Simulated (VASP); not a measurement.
# ZnAu (Pm-3m) in VASP: electric field gradients with PBE

Aim: the electric field gradients of ZnAu with PBE.

Program: VASP 6.6.1. These are calculated values, not measurements. Logs are shortened: lines on timing, memory, paths and dates and some standing lists are left out, and cuts for length are marked.

**1. The cell of the first run**

Symmetry: Pm-3m, No. 221, cubic system. The conventional cell has a = 3.147 Å, b = 3.147 Å, c = 3.147 Å, α = 90.00°, β = 90.00°, γ = 90.00°. Zn (site symmetry m-3m) has 8 Au at 2.73 Å and 6 Zn at 3.15 Å within 3.6 Å. Au (site symmetry m-3m) has 8 Zn at 2.73 Å and 6 Au at 3.15 Å within 3.6 Å.

**2. Electric field gradients, PBE**

INCAR

```
PREC     = Accurate       # precision mode
ENCUT    = 520            # plane-wave cutoff, eV
EDIFF    = 1E-8           # SCF threshold, eV
ISMEAR   = -1             # smearing method
SIGMA    = 0.05           # smearing width, eV
LREAL    = False          # projectors in reciprocal space
LASPH    = True           # aspherical terms in the spheres
NELM     = 100            # most SCF steps
ALGO     = Normal         # electronic algorithm
ISIF     = 2              # what is computed and relaxed
LWAVE    = False          # write WAVECAR
LCHARG   = False          # write CHGCAR
GGA      = PE             # functional
LEFG     = True         
NBANDS   = 18             # bands
```

KPOINTS

```
Automatic mesh
0
Gamma
  12 12 12
```

POSCAR

```
ZnAu
1.0
    3.1470000000      0.0000000000      0.0000000000
    0.0000000000      3.1470000000      0.0000000000
    0.0000000000      0.0000000000      3.1470000000
Zn Au
1 1
Direct
    0.5000000000      0.5000000000      0.5000000000
    0.0000000000      0.0000000000      0.0000000000
```

Potentials or basis: VASP PAW PBE potentials, release 64 (Zn, Au).

Launch:

```sh
> cat potpaw_PBE.64/Zn/POTCAR potpaw_PBE.64/Au/POTCAR > POTCAR
> mpirun -np 1 vasp_std > vasp.out
```

OUTCAR:

```text
PREC = Accurate
   ENCUT = 520
   EDIFF = 1E-8
   ISMEAR = -1
   LREAL = False
   LASPH = True
   NELM = 100
   ISIF = 2
   GGA = PE

 ion  position               nearest neighbor table
   1  0.500  0.500  0.500-   2 2.73   2 2.73   2 2.73   2 2.73   2 2.73   2 2.73   2 2.73   2 2.73

   2  0.000  0.000  0.000-   1 2.73   1 2.73   1 2.73   1 2.73   1 2.73   1 2.73   1 2.73   1 2.73

  LATTYP: Found a simple cubic cell.
 ALAT       =     3.1470000000

  Lattice vectors:

 A1 = (   3.1470000000,   0.0000000000,   0.0000000000)
 A2 = (   0.0000000000,   3.1470000000,   0.0000000000)
 A3 = (   0.0000000000,   0.0000000000,   3.1470000000)

Analysis of symmetry for initial positions (statically):
=====================================================================
 Subroutine PRICEL returns:
 Original cell was already a primitive cell.

 Routine SETGRP: Setting up the symmetry group for a
 simple cubic supercell.

 Subroutine GETGRP returns: Found 48 space group operations
 (whereof 48 operations were pure point group operations)
 out of a pool of 48 trial point group operations.

The static configuration has the point symmetry O_h .

Analysis of symmetry for dynamics (positions and initial velocities):
=====================================================================
 Subroutine PRICEL returns:
 Original cell was already a primitive cell.

 Routine SETGRP: Setting up the symmetry group for a
 simple cubic supercell.

 Subroutine GETGRP returns: Found 48 space group operations
 (whereof 48 operations were pure point group operations)
 out of a pool of 48 trial point group operations.

The dynamic configuration has the point symmetry O_h .

 Subroutine INISYM returns: Found 48 space group operations
 (whereof 48 operations are pure point group operations),
 and found     1 'primitive' translations

----------------------------------------------------------------------------------------

                                     Primitive cell

  volume of cell :      31.1667

  direct lattice vectors                    reciprocal lattice vectors
     3.147000000  0.000000000  0.000000000     0.317762949  0.000000000  0.000000000
     0.000000000  3.147000000  0.000000000     0.000000000  0.317762949  0.000000000
     0.000000000  0.000000000  3.147000000     0.000000000  0.000000000  0.317762949

  length of vectors
     3.147000000  3.147000000  3.147000000     0.317762949  0.317762949  0.317762949

  position of ions in fractional coordinates (direct lattice)
     0.500000000  0.500000000  0.500000000
     0.000000000  0.000000000  0.000000000

  ion indices of the primitive-cell ions
   primitive index   ion index
                 1           1
                 2           2

----------------------------------------------------------------------------------------

 KPOINTS: Automatic mesh

Automatic generation of k-mesh.
 Grid dimensions read from file:
 generate k-points for:   12   12   12

 Generating k-lattice:

  Cartesian coordinates                     Fractional coordinates (reciprocal lattice)
     0.026480246  0.000000000  0.000000000     0.083333333  0.000000000  0.000000000
     0.000000000  0.026480246  0.000000000     0.000000000  0.083333333  0.000000000
     0.000000000  0.000000000  0.026480246     0.000000000  0.000000000  0.083333333

  Length of vectors
     0.026480246  0.026480246  0.026480246

  Shift w.r.t. Gamma in fractional coordinates (k-lattice)
     0.000000000  0.000000000  0.000000000

 Subroutine IBZKPT returns following result:
 ===========================================

 Found     84 irreducible k-points:

 Following reciprocal coordinates:
            Coordinates               Weight
  0.000000  0.000000  0.000000      1.000000
  0.083333  0.000000  0.000000      6.000000
  0.166667  0.000000  0.000000      6.000000
  0.250000  0.000000  0.000000      6.000000
  0.333333  0.000000  0.000000      6.000000
  0.416667  0.000000  0.000000      6.000000
[... 16 lines left out ...]
  0.333333  0.333333  0.000000     12.000000
  0.416667  0.333333  0.000000     24.000000
 [... further k-points ...]
   k-points           NKPTS =     84   k-points in BZ     NKDIM =     84   number of bands    NBANDS=     18
   number of dos      NEDOS =    301   number of ions     NIONS =      2
   total plane-waves  NPLWV =  13824
   dimension x,y,z NGX =    24 NGY =   24 NGZ =   24
   dimension x,y,z NGXF=    48 NGYF=   48 NGZF=   48
   ions per type =               1   1
   NGX,Y,Z   is equivalent  to a cutoff of  12.68, 12.68, 12.68 a.u.
   NGXF,Y,Z  is equivalent  to a cutoff of  25.36, 25.36, 25.36 a.u.
 SYSTEM =  unknown system
   PREC   = accura    normal or accurate (medium, high low for compatibility)
   ISTART =      0    job   : 0-new  1-cont  2-samecut
   ICHARG =      2    charge: 1-file 2-atom 10-const
   ISPIN  =      1    spin polarized calculation?
   LNONCOLLINEAR =      F non collinear calculations
   LSORBIT =      F    spin-orbit coupling
   LASPH  =      T    aspherical Exc in radial PAW
   ENCUT  =  520.0 eV  38.22 Ry    6.18 a.u.   5.85  5.85  5.85*2*pi/ulx,y,z
   NELM   =    100;   NELMIN=  2; NELMDL= -5     # of ELM steps
   EDIFF  = 0.1E-07   stopping-criterion for ELM
   LREAL  =      F    real-space projection
   EDIFFG = 0.1E-06   stopping-criterion for IOM
   NSW    =      0    number of steps for IOM
   IBRION =     -1    ionic relax: 0-MD 1-quasi-New 2-CG
   NFREE  =      0    steps in history (QN), initial steepest desc. (CG)
   ISIF   =      2    stress and relaxation
   ISYM   =      2    0-nonsym 1-usesym 2-fastsym
   POTIM  = 0.5000    time-step for ionic-motion
   TEBEG  =    0.0;   TEEND  =   0.0 temperature during run
   PSTRESS=    0.0 pullay stress
   NELECT =      23.0000    total number of electrons
   NUPDOWN=      -1.0000    fix difference up-down
   EMIN   =  10.00;   EMAX   =-10.00  energy-range for DOS
   EFERMI =   0.00;   METHOD = LEGACY
   ISMEAR =    -1;   SIGMA  =   0.05  broadening in eV -4-tet -1-fermi 0-gaus
   EFERMI_NEDOS =   21; number of points for ismear=-14 and -15
   IALGO  =     38    algorithm
   IMIX   =      4    mixing-type and parameters
     AMIX     =   0.40;   BMIX     =  1.00
     AMIX_MAG =   1.60;   BMIX_MAG =  1.00
  volume/ion in A,a.u.               =      15.58       105.16
  Fermi-wavevector in a.u.,A,eV,Ry     =   1.479406  2.795672 29.778283  2.188642
  Thomas-Fermi vector in A             =   2.593568
   LORBIT       =      0    0 simple, 1 ext, 2 COOP (PROOUT), +10 PAW based schemes
   GGA     = PE    functional components
   LHFCALC =     F    Hartree Fock is set to
   AEXX    =    0.0000 exact exchange contribution
   IVDW    =     0    specifies the selected vdW correction
   LEPSILON=     F    determine dielectric tensor
   LRPA    =     F    only Hartree local field effects (RPA)
 non-spin polarized calculation
  energy-cutoff  :      520.00
  volume of cell :       31.17
 maximum number of plane-waves:       860
 NGX is ok and might be reduce to    24
   NGX = 11   NGY = 11   NGZ = 11

 number of electron      23.0000000 magnetization

 Free energy of the ion-electron system (eV)
  ---------------------------------------------------
  ext. energy  EPLUGINS =         0.00000000
  ---------------------------------------------------
  free energy    TOTEN  =        -4.73543153 eV

  energy without entropy =       -4.73185142  energy(sigma->0) =       -4.73364148

 E-fermi :   7.1556     XC(G=0): -12.3783

 val. band max:        7.0380047939   @ k =   0.4167   0.4167   0.1667
 cond. band min:       7.1807052283   @ k =   0.5000   0.4167   0.2500
 fundamental gap:      0.1427004344
 Fermi energy:         7.1556047697

 k-point     1 :       0.0000    0.0000    0.0000
  band No.  band energies     occupation
      1      -3.5228      2.00000
      2      -1.0321      2.00000
      3      -1.0321      2.00000
      4      -0.3409      2.00000
      5      -0.3409      2.00000
      6      -0.3409      2.00000
[... 10 lines left out ...]
     17      19.2282      0.00000
     18      25.4019      0.00000

 k-point     2 :       0.0833    0.0000    0.0000
  band No.  band energies     occupation
      1      -3.3993      2.00000
      2      -1.0051      2.00000
      3      -0.9954      2.00000
      4      -0.3423      2.00000
      5      -0.3423      2.00000
      6      -0.3306      2.00000
[... 10 lines left out ...]
     17      19.8032      0.00000
     18      25.2791      0.00000

 k-point     3 :       0.1667    0.0000    0.0000
  band No.  band energies     occupation
      1      -3.0363      2.00000
      2      -0.9287      2.00000
      3      -0.8962      2.00000
      4      -0.3457      2.00000
      5      -0.3457      2.00000
      6      -0.3023      2.00000
[... 10 lines left out ...]
     17      21.5607      0.00000
     18      24.9396      0.00000

 k-point     4 :       0.2500    0.0000    0.0000
  band No.  band energies     occupation
      1      -2.4589      2.00000
      2      -0.8170      2.00000
      3      -0.7629      2.00000
      4      -0.3483      2.00000
      5      -0.3483      2.00000
      6      -0.2629      2.00000
[... 375 lines left out ...]
      4      -0.4578      2.00000
      5      -0.2881      2.00000
      6       0.8227      2.00000
[... 10 lines left out ...]
     17      19.9157      0.00000
     18      21.1899      0.00000

 k-point    23 :       0.3333    0.3333    0.0000
  band No.  band energies     occupation
      1      -1.2047      2.00000
      2      -0.8643      2.00000
      3      -0.5854      2.00000
      4      -0.4339      2.00000
      5      -0.2522      2.00000
      6       0.4073      2.00000
[... 10 lines left out ...]
     17      21.0731      0.00000
     18      21.5685      0.00000

 k-point    24 :       0.4167    0.3333    0.0000
  band No.  band energies     occupation
      1      -1.1473      2.00000
      2      -0.9577      2.00000
      3      -0.6060      2.00000
      4      -0.5203      2.00000
      5      -0.1677      2.00000
      6       0.6415      2.00000
[... 10 lines left out ...]
     17      20.6317      0.00000
     18      21.2165      0.00000

 [... further k-points ...]
[... 5 lines left out ...]
  --------------------------------------------------------------------------------------
  -------------------------------------------------------------------------------------
  Total        0.9721715      0.9721715      0.9721715      0.0000000     -0.0000000      0.0000000
  in kB       49.9761987     49.9761987     49.9761987      0.0000000     -0.0000000      0.0000000
  external PRESSURE =      49.9761987 kB  Pullay stress =       0.0000000 kB

 VOLUME and BASIS-vectors are now :
 -----------------------------------------------------------------------------
  energy-cutoff  :      520.00
  volume of cell :       31.17
      direct lattice vectors                 reciprocal lattice vectors
     3.147000000  0.000000000  0.000000000     0.317762949  0.000000000  0.000000000
     0.000000000  3.147000000  0.000000000     0.000000000  0.317762949  0.000000000
     0.000000000  0.000000000  3.147000000     0.000000000  0.000000000  0.317762949

 POSITION                                       TOTAL-FORCE (eV/Angst)
 -----------------------------------------------------------------------------------
      1.57350      1.57350      1.57350         0.000000      0.000000      0.000000
      0.00000      0.00000      0.00000         0.000000      0.000000      0.000000
 -----------------------------------------------------------------------------------
    total drift:                                0.000000      0.000000     -0.000000

  FREE ENERGIE OF THE ION-ELECTRON SYSTEM (eV)
  ---------------------------------------------------
  free  energy   TOTEN  =        -4.7354315283 eV

  energy  without entropy=       -4.7318514217  energy(sigma->0) =       -4.73364148

 Electric field gradients (V/A^2)
---------------------------------------------------------------------
 ion       V_xx      V_yy      V_zz      V_xy      V_xz      V_yz
---------------------------------------------------------------------
   1       0.000    -0.000     0.000    -0.000     0.000     0.000
   2       0.000    -0.000    -0.000    -0.000     0.000    -0.000
---------------------------------------------------------------------

 Electric field gradients after diagonalization (V/A^2)
 (convention: |V_zz| > |V_xx| > |V_yy|)
----------------------------------------------------------------------
 ion       V_xx      V_yy      V_zz     asymmetry (V_yy - V_xx)/ V_zz
----------------------------------------------------------------------
   1      -0.000     0.000     0.000       0.190
   2       0.000    -0.000    -0.000       0.514
----------------------------------------------------------------------

           NMR quadrupolar parameters

 Cq : quadrupolar parameter    Cq=e*Q*V_zz/h
 eta: asymmetry parameters     (V_yy - V_xx)/ V_zz
 Q  : nuclear electric quadrupole moment in mb (millibarn)
----------------------------------------------------------------------
 ion       Cq(MHz)       eta       Q (mb)
----------------------------------------------------------------------
   1       0.000       0.190       1.000
   2      -0.000       0.514       1.000
----------------------------------------------------------------------
```

Wall time 28 s (1 thread of AMD EPYC 9R45 (Zen 5), shared host); peak memory 0.14 GiB.

What came out:

```
Free energy : -4.7354 eV
Pressure    : 5.0 GPa
```

Caveat: without QUAD_EFG the Cq values of the log hold for a quadrupole moment of 1 mb, not for the nuclei; spin-orbit coupling is left out, which moves the levels of the heavy elements.
